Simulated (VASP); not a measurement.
Input of a VASP 6.6.1 run:

The input INCAR:

```
ALGO = Normal
EDIFF = 1E-7
ENCUT = 520
GGA = PE
ISIF = 2
ISMEAR = 0
LASPH = True
LCHARG = True
LELF = True
LREAL = False
LVHAR = True
LWAVE = False
NBANDS = 31
NELM = 60
PREC = Accurate
SIGMA = 0.1
```

The input KPOINTS:

```
k-points
0
Gamma
  4 4 4
```

The input POSCAR:

```
LiS3
1.0
    3.2743805664     -4.8942838903      0.0000000000
    3.2743805664      4.8942838903      0.0000000000
    0.0000000000      0.0000000000      4.4208517009
Li S
2 6
Direct
    0.6321000000      0.3679000000      0.2500000000
    0.3679000000      0.6321000000      0.7500000000
    0.1751000000      0.8249000000      0.2500000000
    0.8249000000      0.1751000000      0.7500000000
    0.1179000000      0.3079000000      0.2500000000
    0.8821000000      0.6921000000      0.7500000000
    0.3079000000      0.1179000000      0.7500000000
    0.6921000000      0.8821000000      0.2500000000
```

Potentials or basis: VASP PAW PBE potentials, release 64 (Li_sv, S).

Command:

```console
$ cat potpaw_PBE.64/Li_sv/POTCAR potpaw_PBE.64/S/POTCAR > POTCAR
$ mpirun -np 1 vasp_std > vasp.out
```

What does it give for the band gap on the k mesh?

Zero (bands 21 and 22 overlap by 1.11 eV).

What does it give for the largest force?

0.427 eV/Å.

Forces in eV/Å, atoms in the order of the input:
```
Li   0.000  0.007  0.000
Li   0.000 -0.007  0.000
S    0.000 -0.427  0.000
S    0.000  0.427  0.000
S    0.335  0.146  0.000
S   -0.335 -0.146  0.000
S    0.335 -0.146  0.000
S   -0.335  0.146  0.000
```
